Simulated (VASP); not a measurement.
# FeO (Wuestite) (Fm-3m) in VASP: a series of runs, part 2 of 2

VASP 6.6.1. The steps go on from the part before.

## (4) Single point, PBE, collinear spin, ferromagnetic start

INCAR

```
PREC     = Accurate       # precision mode
ENCUT    = 600            # plane-wave cutoff, eV
EDIFF    = 1E-6           # SCF threshold, eV
ISMEAR   = -1             # smearing method
SIGMA    = 0.05           # smearing width, eV
LREAL    = False          # projectors in reciprocal space
LASPH    = True           # aspherical terms in the spheres
NELM     = 200            # most SCF steps
ALGO     = Normal         # electronic algorithm
ISIF     = 2              # what is computed and relaxed
LWAVE    = False          # write WAVECAR
LCHARG   = False          # write CHGCAR
ISPIN    = 2              # spin polarisation
MAGMOM   = 3.88 0.42      # initial moments
LORBIT   = 11             # projections on sites
NUPDOWN  = 4.2            # fixed moment
LMAXMIX  = 4              # l up to which the mixer works
GGA      = PE             # functional
NBANDS   = 18             # bands
GGA_COMPAT= False
```

KPOINTS

```
Automatic mesh
0
Gamma
  10 10 10
```

POSCAR

```
FeO
1.0
    0.0000000000      2.1554000000      2.1554000000
    2.1554000000      0.0000000000      2.1554000000
    2.1554000000      2.1554000000      0.0000000000
Fe O
1 1
Direct
    0.0000000000      0.0000000000      0.0000000000
    0.5000000000      0.5000000000      0.5000000000
```

Potentials or basis: VASP PAW PBE potentials, release 64 (Fe, O).

On the command line:

```sh
cat potpaw_PBE.64/Fe/POTCAR potpaw_PBE.64/O/POTCAR > POTCAR
mpirun -np 1 vasp_std > vasp.out
```

OUTCAR:

```text
PREC = Accurate
   ENCUT = 600
   EDIFF = 1E-6
   ISMEAR = -1
   LREAL = False
   LASPH = True
   NELM = 200
   ISIF = 2
   ISPIN = 2
   LORBIT = 11
   NUPDOWN = 4.2
   GGA = PE

 ion  position               nearest neighbor table
   1  0.000  0.000  0.000-   2 2.16   2 2.16   2 2.16   2 2.16   2 2.16   2 2.16
   2  0.500  0.500  0.500-   1 2.16   1 2.16   1 2.16   1 2.16   1 2.16   1 2.16

  LATTYP: Found a face centered cubic cell.
 ALAT       =     4.3108000000

  Lattice vectors:

 A1 = (   0.0000000000,   2.1554000000,   2.1554000000)
 A2 = (   2.1554000000,   0.0000000000,   2.1554000000)
 A3 = (   2.1554000000,   2.1554000000,   0.0000000000)

Analysis of symmetry for initial positions (statically):
=====================================================================
 Subroutine PRICEL returns:
 Original cell was already a primitive cell.

 Routine SETGRP: Setting up the symmetry group for a
 face centered cubic supercell.

 Subroutine GETGRP returns: Found 48 space group operations
 (whereof 48 operations were pure point group operations)
 out of a pool of 48 trial point group operations.

The static configuration has the point symmetry O_h .

Analysis of symmetry for dynamics (positions and initial velocities):
=====================================================================
 Subroutine PRICEL returns:
 Original cell was already a primitive cell.

 Routine SETGRP: Setting up the symmetry group for a
 face centered cubic supercell.

 Subroutine GETGRP returns: Found 48 space group operations
 (whereof 48 operations were pure point group operations)
 out of a pool of 48 trial point group operations.

The dynamic configuration has the point symmetry O_h .

Analysis of structural, dynamic, and magnetic symmetry:
=====================================================================
 Subroutine PRICEL returns:
 Original cell was already a primitive cell.

 Routine SETGRP: Setting up the symmetry group for a
 face centered cubic supercell.

 Subroutine GETGRP returns: Found 48 space group operations
 (whereof 48 operations were pure point group operations)
 out of a pool of 48 trial point group operations.

The overall configuration has the point symmetry O_h .

 Subroutine INISYM returns: Found 48 space group operations
 (whereof 48 operations are pure point group operations),
 and found     1 'primitive' translations

----------------------------------------------------------------------------------------

                                     Primitive cell

  volume of cell :      20.0269

  direct lattice vectors                    reciprocal lattice vectors
     0.000000000  2.155400000  2.155400000    -0.231975503  0.231975503  0.231975503
     2.155400000  0.000000000  2.155400000     0.231975503 -0.231975503  0.231975503
     2.155400000  2.155400000  0.000000000     0.231975503  0.231975503 -0.231975503

  length of vectors
     3.048195912  3.048195912  3.048195912     0.401793358  0.401793358  0.401793358

[... 62 lines left out ...]
   k-points           NKPTS =     47   k-points in BZ     NKDIM =     47   number of bands    NBANDS=     18
   number of dos      NEDOS =    301   number of ions     NIONS =      2
   total plane-waves  NPLWV =  13824
   dimension x,y,z NGX =    24 NGY =   24 NGZ =   24
   dimension x,y,z NGXF=    48 NGYF=   48 NGZF=   48
   ions per type =               1   1
   NGX,Y,Z   is equivalent  to a cutoff of  13.09, 13.09, 13.09 a.u.
   NGXF,Y,Z  is equivalent  to a cutoff of  26.18, 26.18, 26.18 a.u.
 SYSTEM =  unknown system
   PREC   = accura    normal or accurate (medium, high low for compatibility)
   ISTART =      0    job   : 0-new  1-cont  2-samecut
   ICHARG =      2    charge: 1-file 2-atom 10-const
   ISPIN  =      2    spin polarized calculation?
   LNONCOLLINEAR =      F non collinear calculations
   LSORBIT =      F    spin-orbit coupling
   LASPH  =      T    aspherical Exc in radial PAW
   ENCUT  =  600.0 eV  44.10 Ry    6.64 a.u.   6.09  6.09  6.09*2*pi/ulx,y,z
   NELM   =    200;   NELMIN=  2; NELMDL= -5     # of ELM steps
   EDIFF  = 0.1E-05   stopping-criterion for ELM
   LREAL  =      F    real-space projection
   EDIFFG = 0.1E-04   stopping-criterion for IOM
   NSW    =      0    number of steps for IOM
   IBRION =     -1    ionic relax: 0-MD 1-quasi-New 2-CG
   NFREE  =      0    steps in history (QN), initial steepest desc. (CG)
   ISIF   =      2    stress and relaxation
   ISYM   =      2    0-nonsym 1-usesym 2-fastsym
   POTIM  = 0.5000    time-step for ionic-motion
   TEBEG  =    0.0;   TEEND  =   0.0 temperature during run
   PSTRESS=    0.0 pullay stress
   NELECT =      14.0000    total number of electrons
   NUPDOWN=       4.2000    fix difference up-down
   EMIN   =  10.00;   EMAX   =-10.00  energy-range for DOS
   EFERMI =   0.00;   METHOD = LEGACY
   ISMEAR =    -1;   SIGMA  =   0.05  broadening in eV -4-tet -1-fermi 0-gaus
   EFERMI_NEDOS =   21; number of points for ismear=-14 and -15
   IALGO  =     38    algorithm
   IMIX   =      4    mixing-type and parameters
     AMIX     =   0.40;   BMIX     =  1.00
     AMIX_MAG =   1.60;   BMIX_MAG =  1.00
  volume/ion in A,a.u.               =      10.01        67.57
  Fermi-wavevector in a.u.,A,eV,Ry     =   1.452935  2.745650 28.722187  2.111021
  Thomas-Fermi vector in A             =   2.570260
   LORBIT       =     11    0 simple, 1 ext, 2 COOP (PROOUT), +10 PAW based schemes
   GGA     = PE    functional components
   LHFCALC =     F    Hartree Fock is set to
   AEXX    =    0.0000 exact exchange contribution
   IVDW    =     0    specifies the selected vdW correction
   LEPSILON=     F    determine dielectric tensor
   LRPA    =     F    only Hartree local field effects (RPA)
 spin polarized calculation
  energy-cutoff  :      600.00
  volume of cell :       20.03
 maximum number of plane-waves:       692
   NGX = 13   NGY = 13   NGZ = 13

 number of electron      13.9999999 magnetization       4.1999987

 Free energy of the ion-electron system (eV)
  ---------------------------------------------------
  ext. energy  EPLUGINS =         0.00000000
  ---------------------------------------------------
  free energy    TOTEN  =       -14.70714322 eV

  energy without entropy =      -14.69725368  energy(sigma->0) =      -14.70219845

 E-fermi :   5.9868     XC(G=0): -12.1846

 val. band max:        9.1359350318   @ k =   0.2000   0.2000   0.0000
 cond. band min:       6.0373305532   @ k =  -0.3000   0.1000   0.0000
 fundamental gap:     -3.0986044786
 Fermi energy:         9.3656255943

 spin component 1

 k-point     1 :       0.0000    0.0000    0.0000
  band No.  band energies     occupation
      1     -14.5348      1.00000
      2       2.0516      1.00000
      3       2.0516      1.00000
      4       2.0516      1.00000
      5       2.2730      1.00000
      6       2.2730      1.00000
[... 493 lines left out ...]
     17      34.4087      0.00000
     18      35.6071      0.00000

 [... further k-points ...]

 spin component 2

 k-point     1 :       0.0000    0.0000    0.0000
  band No.  band energies     occupation
      1     -13.8909      1.00000
      2       3.0660      1.00000
      3       3.0660      1.00000
      4       3.0660      1.00000
      5       5.3353      1.00000
      6       5.3355      1.00000
[... 493 lines left out ...]
     17      35.1725      0.00000
     18      36.1846      0.00000

 [... further k-points ...]
[... 5 lines left out ...]
  --------------------------------------------------------------------------------------
  -------------------------------------------------------------------------------------
  Total        0.5206724      0.5206724      0.5206724      0.0000000      0.0000000      0.0000000
  in kB       41.6544615     41.6544615     41.6544615      0.0000000      0.0000000      0.0000000
  external PRESSURE =      41.6544615 kB  Pullay stress =       0.0000000 kB

 VOLUME and BASIS-vectors are now :
 -----------------------------------------------------------------------------
  energy-cutoff  :      600.00
  volume of cell :       20.03
      direct lattice vectors                 reciprocal lattice vectors
     0.000000000  2.155400000  2.155400000    -0.231975503  0.231975503  0.231975503
     2.155400000  0.000000000  2.155400000     0.231975503 -0.231975503  0.231975503
     2.155400000  2.155400000  0.000000000     0.231975503  0.231975503 -0.231975503

 POSITION                                       TOTAL-FORCE (eV/Angst)
 -----------------------------------------------------------------------------------
      0.00000      0.00000      0.00000         0.000000      0.000000      0.000000
      2.15540      2.15540      2.15540        -0.000000     -0.000000     -0.000000
 -----------------------------------------------------------------------------------
    total drift:                                0.000000     -0.000000      0.000000

  FREE ENERGIE OF THE ION-ELECTRON SYSTEM (eV)
  ---------------------------------------------------
  free  energy   TOTEN  =       -14.7071432174 eV

  energy  without entropy=      -14.6972536850  energy(sigma->0) =      -14.70219845

 total charge

# of ion       s       p       d       tot
------------------------------------------
    1        0.313   0.366   6.031   6.710
    2        1.566   3.428   0.000   4.994
--------------------------------------------------
tot          1.880   3.793   6.031  11.704

 magnetization (x)

# of ion       s       p       d       tot
------------------------------------------
    1        0.053   0.028   3.635   3.716
    2        0.046   0.316   0.000   0.362
--------------------------------------------------
tot          0.099   0.344   3.635   4.079
```

It took 30 s on 1 thread of AMD EPYC 9R45 (Zen 5), shared host; peak memory 0.13 GiB.

Results:

* Free energy: -14.7071 eV
* Pressure: 4.2 GPa
* Net moment: 4.20 μB per cell
* Site moments: Fe +3.72; O +0.36 μB
* Valence electrons inside the program's atomic spheres: Fe 6.71; O 4.99

Caveat: the total moment is fixed, so each spin has its own Fermi level; a cell with one magnetic atom can't hold antiferromagnetic order, which such compounds often take.

## (5) Summary

```csv
spin,fixed moment (μB),pressure (GPa),moment (μB)
"collinear, ferrimagnetic start",2.1,-18.1,2.10
"collinear, ferromagnetic start",3.2,-9.2,3.20
"collinear, ferromagnetic start",4.2,4.2,4.20
```

Alike in all rows: task single point; level PBE; potentials or basis VASP PAW PBE potentials, release 64 (Fe, O); cell as given; k mesh 10 × 10 × 10; cutoff (eV) 600; smearing fermi-dirac 0.05 eV.

Caveats: the total moment is fixed, so each spin has its own Fermi level; a cell with one magnetic atom can't hold antiferromagnetic order, which such compounds often take.

Absolute energies hang on the potentials; compare differences alone.
